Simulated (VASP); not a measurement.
# Ti (Im-3m) in VASP: further runs

Ti is run at these levels: r2SCAN; tasks: single point.

Everything below comes from runs of VASP 6.6.1. Logs are shortened: lines on timing, memory, paths and dates and some standing lists are left out, and cuts for length are marked.

### Step 1. The cell of the first run

Symmetry: Im-3m, No. 229, cubic system. The conventional cell has a = 3.151 Å, b = 3.151 Å, c = 3.151 Å, α = 90.00°, β = 90.00°, γ = 90.00°. Ti (site symmetry m-3m) has 14 Ti at 2.73 to 3.15 Å within 3.6 Å.

### Step 2. Single point, r2SCAN (volume scaled by 0.91)

File POSCAR:

```
Ti
1.0
   -1.5755768512      1.5755768512      1.5755768512
    1.5755768512     -1.5755768512      1.5755768512
    1.5755768512      1.5755768512     -1.5755768512
Ti
1
Direct
    0.0000000000      0.0000000000      0.0000000000
```

File INCAR.step1:

```
PREC = Accurate
ENCUT = 520
ISMEAR = 0
SIGMA = 0.1
LREAL = F
LASPH = T
NELM = 80
NBANDS = 12
GGA = PE
ALGO = Normal
EDIFF = 1E-4
LWAVE = T
LCHARG = F
```

File INCAR.step2:

```
PREC = Accurate
ENCUT = 520
EDIFF = 1E-6
ISMEAR = 0
SIGMA = 0.1
LREAL = F
LASPH = T
NELM = 80
ALGO = Normal
ISIF = 2
LWAVE = F
LCHARG = T
METAGGA = R2SCAN
LMIXTAU = T
LELF = T
LVHAR = T
NBANDS = 12
ISTART = 1
```

File KPOINTS:

```
Automatic mesh
0
Gamma
  18 18 18
```

Potentials or basis: VASP PAW PBE potentials, release 64 (Ti_sv).

Run with:

```sh
$ cat potpaw_PBE.64/Ti_sv/POTCAR > POTCAR
$ cp INCAR.step1 INCAR
$ mpirun -np 1 vasp_std > vasp.out
$ cp INCAR.step2 INCAR
$ mpirun -np 1 vasp_std > vasp.out
```

OUTCAR:

```text
PREC = Accurate
   ENCUT = 520
   EDIFF = 1E-6
   ISMEAR = 0
   LREAL = F
   LASPH = T
   NELM = 80
   ISIF = 2
   METAGGA = R2SCAN
   ISTART = 1

 ion  position               nearest neighbor table
   1  0.000  0.000  0.000-

  LATTYP: Found a body centered cubic cell.
 ALAT       =     3.1511537024

  Lattice vectors:

 A1 = (  -1.5755768512,   1.5755768512,   1.5755768512)
 A2 = (   1.5755768512,  -1.5755768512,   1.5755768512)
 A3 = (   1.5755768512,   1.5755768512,  -1.5755768512)

Analysis of symmetry for initial positions (statically):
=====================================================================
 Subroutine PRICEL returns:
 Original cell was already a primitive cell.

 Routine SETGRP: Setting up the symmetry group for a
 body centered cubic supercell.

 Subroutine GETGRP returns: Found 48 space group operations
 (whereof 48 operations were pure point group operations)
 out of a pool of 48 trial point group operations.

The static configuration has the point symmetry O_h .

Analysis of symmetry for dynamics (positions and initial velocities):
=====================================================================
 Subroutine PRICEL returns:
 Original cell was already a primitive cell.

 Routine SETGRP: Setting up the symmetry group for a
 body centered cubic supercell.

 Subroutine GETGRP returns: Found 48 space group operations
 (whereof 48 operations were pure point group operations)
 out of a pool of 48 trial point group operations.

The dynamic configuration has the point symmetry O_h .

 Subroutine INISYM returns: Found 48 space group operations
 (whereof 48 operations are pure point group operations),
 and found     1 'primitive' translations

----------------------------------------------------------------------------------------

                                     Primitive cell

  volume of cell :      15.6451

  direct lattice vectors                    reciprocal lattice vectors
    -1.575576851  1.575576851  1.575576851     0.000000000  0.317344089  0.317344089
     1.575576851 -1.575576851  1.575576851     0.317344089  0.000000000  0.317344089
     1.575576851  1.575576851 -1.575576851     0.317344089  0.317344089  0.000000000

  length of vectors
     2.728979158  2.728979158  2.728979158     0.448792314  0.448792314  0.448792314

  position of ions in fractional coordinates (direct lattice)
     0.000000000  0.000000000  0.000000000

  ion indices of the primitive-cell ions
   primitive index   ion index
                 1           1

----------------------------------------------------------------------------------------

 KPOINTS: Automatic mesh

Automatic generation of k-mesh.
 Grid dimensions read from file:
 generate k-points for:   18   18   18

 Generating k-lattice:

  Cartesian coordinates                     Fractional coordinates (reciprocal lattice)
     0.000000000  0.017630227  0.017630227     0.055555556  0.000000000  0.000000000
     0.017630227  0.000000000  0.017630227     0.000000000  0.055555556  0.000000000
     0.017630227  0.017630227  0.000000000     0.000000000  0.000000000  0.055555556

  Length of vectors
     0.024932906  0.024932906  0.024932906

  Shift w.r.t. Gamma in fractional coordinates (k-lattice)
     0.000000000  0.000000000  0.000000000

 Subroutine IBZKPT returns following result:
 ===========================================

 Found    195 irreducible k-points:

 Following reciprocal coordinates:
            Coordinates               Weight
  0.000000  0.000000  0.000000      1.000000
  0.055556  0.000000  0.000000     12.000000
  0.111111  0.000000  0.000000     12.000000
  0.166667  0.000000  0.000000     12.000000
  0.222222  0.000000  0.000000     12.000000
  0.277778  0.000000  0.000000     12.000000
[... 16 lines left out ...]
  0.333333  0.111111  0.000000     48.000000
  0.388889  0.111111  0.000000     48.000000
 [... further k-points ...]
   k-points           NKPTS =    195   k-points in BZ     NKDIM =    195   number of bands    NBANDS=     12
   number of dos      NEDOS =    301   number of ions     NIONS =      1
   total plane-waves  NPLWV =   8000
   dimension x,y,z NGX =    20 NGY =   20 NGZ =   20
   dimension x,y,z NGXF=    40 NGYF=   40 NGZF=   40
   ions per type =               1
   NGX,Y,Z   is equivalent  to a cutoff of  12.18, 12.18, 12.18 a.u.
   NGXF,Y,Z  is equivalent  to a cutoff of  24.37, 24.37, 24.37 a.u.
 SYSTEM =  unknown system
   PREC   = accura    normal or accurate (medium, high low for compatibility)
   ISTART =      1    job   : 0-new  1-cont  2-samecut
   ICHARG =      0    charge: 1-file 2-atom 10-const
   ISPIN  =      1    spin polarized calculation?
   LNONCOLLINEAR =      F non collinear calculations
   LSORBIT =      F    spin-orbit coupling
   LASPH  =      T    aspherical Exc in radial PAW
   ENCUT  =  520.0 eV  38.22 Ry    6.18 a.u.   5.07  5.07  5.07*2*pi/ulx,y,z
   NELM   =     80;   NELMIN=  2; NELMDL=  0     # of ELM steps
   EDIFF  = 0.1E-05   stopping-criterion for ELM
   LREAL  =      F    real-space projection
   EDIFFG = 0.1E-04   stopping-criterion for IOM
   NSW    =      0    number of steps for IOM
   IBRION =     -1    ionic relax: 0-MD 1-quasi-New 2-CG
   NFREE  =      0    steps in history (QN), initial steepest desc. (CG)
   ISIF   =      2    stress and relaxation
   ISYM   =      2    0-nonsym 1-usesym 2-fastsym
   POTIM  = 0.5000    time-step for ionic-motion
   TEBEG  =    0.0;   TEEND  =   0.0 temperature during run
   PSTRESS=    0.0 pullay stress
   NELECT =      12.0000    total number of electrons
   NUPDOWN=      -1.0000    fix difference up-down
   EMIN   =  10.00;   EMAX   =-10.00  energy-range for DOS
   EFERMI =   0.00;   METHOD = LEGACY
   ISMEAR =     0;   SIGMA  =   0.10  broadening in eV -4-tet -1-fermi 0-gaus
   EFERMI_NEDOS =   21; number of points for ismear=-14 and -15
   IALGO  =     38    algorithm
   IMIX   =      4    mixing-type and parameters
     AMIX     =   0.40;   BMIX     =  1.00
     AMIX_MAG =   1.60;   BMIX_MAG =  1.00
  volume/ion in A,a.u.               =      15.65       105.58
  Fermi-wavevector in a.u.,A,eV,Ry     =   1.498565  2.831878 30.554574  2.245698
  Thomas-Fermi vector in A             =   2.610308
   LORBIT       =      0    0 simple, 1 ext, 2 COOP (PROOUT), +10 PAW based schemes
   METAGGA = R2SCAN    functional components
   LHFCALC =     F    Hartree Fock is set to
   AEXX    =    0.0000 exact exchange contribution
   IVDW    =     0    specifies the selected vdW correction
   LEPSILON=     F    determine dielectric tensor
   LRPA    =     F    only Hartree local field effects (RPA)
 non-spin polarized calculation
 Gauss-broadening in eV      SIGMA  =   0.10
  energy-cutoff  :      520.00
  volume of cell :       15.65
 maximum number of plane-waves:       434
   NGX = 11   NGY = 11   NGZ = 11

 number of electron      11.9999995 magnetization

 Free energy of the ion-electron system (eV)
  ---------------------------------------------------
  ext. energy  EPLUGINS =         0.00000000
  ---------------------------------------------------
  free energy    TOTEN  =       -12.75806902 eV

  energy without entropy =      -12.74896130  energy(sigma->0) =      -12.75351516

 E-fermi :   9.2648     XC(G=0): -12.9469

 val. band max:        9.2564463514   @ k =  -0.4444   0.4444   0.1111
 cond. band min:       9.2680876181   @ k =   0.2778   0.1111   0.0556
 fundamental gap:      0.0116412667
 Fermi energy:         9.2647603628

 k-point     1 :       0.0000    0.0000    0.0000
  band No.  band energies     occupation
      1     -49.4242      2.00000
      2     -24.0842      2.00000
      3     -24.0842      2.00000
      4     -24.0842      2.00000
      5       2.7347      2.00000
      6      10.5093      0.00000
      7      10.5093      0.00000
      8      10.5094      0.00000
      9      12.5285      0.00000
     10      12.5285      0.00000
     11      28.1197      0.00000
     12      28.1198      0.00000

 k-point     2 :       0.0556    0.0000    0.0000
  band No.  band energies     occupation
      1     -49.4180      2.00000
      2     -24.1150      2.00000
      3     -24.0933      2.00000
      4     -24.0845      2.00000
      5       2.8561      2.00000
      6      10.4487      0.00000
      7      10.4911      0.00000
      8      10.5999      0.00000
      9      12.4548      0.00000
     10      12.5315      0.00000
     11      27.9916      0.00000
     12      28.1245      0.00000

 k-point     3 :       0.1111    0.0000    0.0000
  band No.  band energies     occupation
      1     -49.4002      2.00000
      2     -24.2032      2.00000
      3     -24.1192      2.00000
      4     -24.0854      2.00000
      5       3.2104      2.00000
      6      10.2784      0.00000
      7      10.4117      0.00000
      8      10.8664      0.00000
      9      12.2901      0.00000
     10      12.5433      0.00000
     11      27.5606      0.00000
     12      28.0490      0.00000
[... 286 lines left out ...]
 k-point    23 :       0.3333    0.1111    0.0000
  band No.  band energies     occupation
      1     -49.2331      2.00000
      2     -24.9245      2.00000
      3     -24.3740      2.00000
      4     -24.1328      2.00000
      5       6.5435      2.00000
      6       8.9656      1.99998
      7       9.5699      0.00002
      8      12.3826      0.00000
      9      13.0238      0.00000
     10      14.2181      0.00000
     11      21.1287      0.00000
     12      24.1761      0.00000

 k-point    24 :       0.3889    0.1111    0.0000
  band No.  band energies     occupation
      1     -49.2158      2.00000
      2     -24.9925      2.00000
      3     -24.4052      2.00000
      4     -24.1344      2.00000
      5       6.6828      2.00000
      6       8.8657      2.00000
      7       9.8889      0.00000
      8      12.4736      0.00000
      9      13.1210      0.00000
     10      14.7216      0.00000
     11      20.0418      0.00000
     12      23.7739      0.00000

 [... further k-points ...]
[... 5 lines left out ...]
  --------------------------------------------------------------------------------------
  -------------------------------------------------------------------------------------
  Total        1.2437775      1.2437775      1.2437775     -0.0000000     -0.0000000      0.0000000
  in kB      127.3721557    127.3721557    127.3721557     -0.0000000     -0.0000000      0.0000000
  external PRESSURE =     127.3721557 kB  Pullay stress =       0.0000000 kB

 VOLUME and BASIS-vectors are now :
 -----------------------------------------------------------------------------
  energy-cutoff  :      520.00
  volume of cell :       15.65
      direct lattice vectors                 reciprocal lattice vectors
    -1.575576851  1.575576851  1.575576851     0.000000000  0.317344089  0.317344089
     1.575576851 -1.575576851  1.575576851     0.317344089  0.000000000  0.317344089
     1.575576851  1.575576851 -1.575576851     0.317344089  0.317344089  0.000000000

 POSITION                                       TOTAL-FORCE (eV/Angst)
 -----------------------------------------------------------------------------------
      0.00000      0.00000      0.00000        -0.000000      0.000000      0.000000
 -----------------------------------------------------------------------------------
    total drift:                                0.000000     -0.000000     -0.000000

  FREE ENERGIE OF THE ION-ELECTRON SYSTEM (eV)
  ---------------------------------------------------
  free  energy   TOTEN  =       -12.7580690173 eV

  energy  without entropy=      -12.7489612998  energy(sigma->0) =      -12.75351516
```

It took 78 s on 1 thread of Intel Xeon Platinum 8488C (Sapphire Rapids), shared host; peak memory 0.15 GiB.

What came out:

```
Free energy            : -12.7581 eV
Pressure               : 12.7 GPa
Band gap on the k mesh : zero (band 6 reaches 10.51 eV, above the bottom of band 7 at 8.60 eV)
```

Caveat: the PAW data sets were made with another functional, which shifts forces and pressure a little.

### Step 3. Single point, r2SCAN (volume scaled by 0.94)

File POSCAR:

```
Ti
1.0
   -1.5927040283      1.5927040283      1.5927040283
    1.5927040283     -1.5927040283      1.5927040283
    1.5927040283      1.5927040283     -1.5927040283
Ti
1
Direct
    0.0000000000      0.0000000000      0.0000000000
```

File INCAR.step1:

```
SYSTEM = Ti
ALGO     = Normal         ! electronic algorithm
EDIFF    = 1E-4           ! SCF threshold, eV
ENCUT    = 520            ! plane-wave cutoff, eV
GGA      = PE             ! functional
ISMEAR   = 0              ! smearing method
LASPH    = .True.         ! aspherical terms in the spheres
LCHARG   = .False.        ! write CHGCAR
LREAL    = .False.        ! projectors in reciprocal space
LWAVE    = .True.         ! write WAVECAR
NBANDS   = 12             ! bands
NELM     = 100            ! most SCF steps
PREC     = Accurate       ! precision mode
SIGMA    = 0.1            ! smearing width, eV
```

File INCAR.step2:

```
SYSTEM = Ti
ALGO     = Normal         ! electronic algorithm
EDIFF    = 1E-6           ! SCF threshold, eV
ENCUT    = 520            ! plane-wave cutoff, eV
ISIF     = 2              ! what is computed and relaxed
ISMEAR   = 0              ! smearing method
ISTART   = 1            
LASPH    = .True.         ! aspherical terms in the spheres
LCHARG   = .True.         ! write CHGCAR
LELF     = .True.         ! ELF
LMIXTAU  = .True.       
LREAL    = .False.        ! projectors in reciprocal space
LVHAR    = .True.       
LWAVE    = .False.        ! write WAVECAR
METAGGA  = R2SCAN         ! meta-GGA
NBANDS   = 12             ! bands
NELM     = 100            ! most SCF steps
PREC     = Accurate       ! precision mode
SIGMA    = 0.1            ! smearing width, eV
```

File KPOINTS:

```
k-points
0
Gamma
  18 18 18
  0 0 0
```

Potentials or basis: VASP PAW PBE potentials, release 64 (Ti_sv).

Run with:

```sh
$ cat potpaw_PBE.64/Ti_sv/POTCAR > POTCAR
$ cp INCAR.step1 INCAR
$ mpirun -np 1 vasp_std > vasp.out
$ cp INCAR.step2 INCAR
$ mpirun -np 1 vasp_std > vasp.out
```

It took 85 s on 1 thread of Intel Xeon Platinum 8488C (Sapphire Rapids), shared host; peak memory 0.17 GiB.

Results (log left out):

* Free energy: -12.7922 eV
* Pressure: 8.0 GPa
* Band gap on the k mesh: zero (band 6 reaches 10.11 eV, above the bottom of band 7 at 8.23 eV)

Levels at points of the mesh, in eV from the Fermi level:
```tsv
k point	band 3	band 4	band 5	band 6	band 7	band 8	band 9	band 10
(0.00, 0.00, 0.00)	-33.47	-33.47	-6.48	1.21	1.21	1.21	3.16	3.16
(0.50, 0.00, 0.00)	-33.73	-33.47	-2.77	-0.41	1.21	3.19	3.57	4.90
(0.50, 0.50, 0.50)	-34.05	-34.05	-2.54	-2.54	4.50	4.50	4.50	9.40
```

Caveat: the PAW data sets were made with another functional, which shifts forces and pressure a little.

### Step 4. Single point, r2SCAN (volume scaled by 0.97)

File POSCAR:

```
Ti
1.0
   -1.6094705660      1.6094705660      1.6094705660
    1.6094705660     -1.6094705660      1.6094705660
    1.6094705660      1.6094705660     -1.6094705660
Ti
1
Direct
    0.0000000000      0.0000000000      0.0000000000
```

File INCAR.step1:

```
ALGO = Normal ; EDIFF = 1E-4
ENCUT = 520 ; GGA = PE
ISMEAR = 0 ; LASPH = True
LCHARG = False ; LREAL = False
LWAVE = True ; NBANDS = 12
NELM = 60 ; PREC = Accurate
SIGMA = 0.1
```

File INCAR.step2:

```
ALGO = Normal ; EDIFF = 1E-6
ENCUT = 520 ; ISIF = 2
ISMEAR = 0 ; ISTART = 1
LASPH = True ; LCHARG = True
LELF = True ; LMIXTAU = True
LREAL = False ; LVHAR = True
LWAVE = False ; METAGGA = R2SCAN
NBANDS = 12 ; NELM = 60
PREC = Accurate ; SIGMA = 0.1
```

File KPOINTS:

```
k-points
0
Gamma
  18 18 18
```

Run with:

```sh
$ cat potpaw_PBE.64/Ti_sv/POTCAR > POTCAR
$ cp INCAR.step1 INCAR
$ mpirun -np 1 vasp_std > vasp.out
$ cp INCAR.step2 INCAR
$ mpirun -np 1 vasp_std > vasp.out
```

It took 74 s on 1 thread of Intel Xeon Platinum 8488C (Sapphire Rapids), shared host; peak memory 0.17 GiB.

It converged, with:

* Free energy: -12.8120 eV
* Pressure: 3.9 GPa
* Band gap on the k mesh: zero (band 6 reaches 9.74 eV, above the bottom of band 7 at 7.87 eV)

Levels at points of the mesh, in eV from the Fermi level:
```
           k point  band 4  band 5  band 6  band 7  band 8  band 9
(0.00, 0.00, 0.00)  -33.58   -6.42    1.18    1.18    1.18    3.05
(0.50, 0.00, 0.00)  -33.58   -2.69   -0.38    1.09    3.07    3.44
(0.50, 0.50, 0.50)  -34.11   -2.42   -2.42    4.33    4.33    4.33
```

Caveat: the PAW data sets were made with another functional, which shifts forces and pressure a little.

### Step 5. Overview

```tsv
cell	gap on the mesh (eV)	pressure (GPa)
a = 2.729 Å, angles 109.5°, 1 atom	none	12.7
a = 2.759 Å, angles 109.5°, 1 atom	none	8.0
a = 2.788 Å, angles 109.5°, 1 atom	none	3.9
```

Alike in all rows: task single point; level r2SCAN; potentials or basis VASP PAW PBE potentials, release 64 (Ti_sv); no spin polarisation; k mesh 18 × 18 × 18; cutoff (eV) 520; smearing gaussian 0.1 eV.

Caveats: the PAW data sets were made with another functional, which shifts forces and pressure a little.

Total energies depend on the potentials used, so only differences within one code and one set of settings carry meaning.
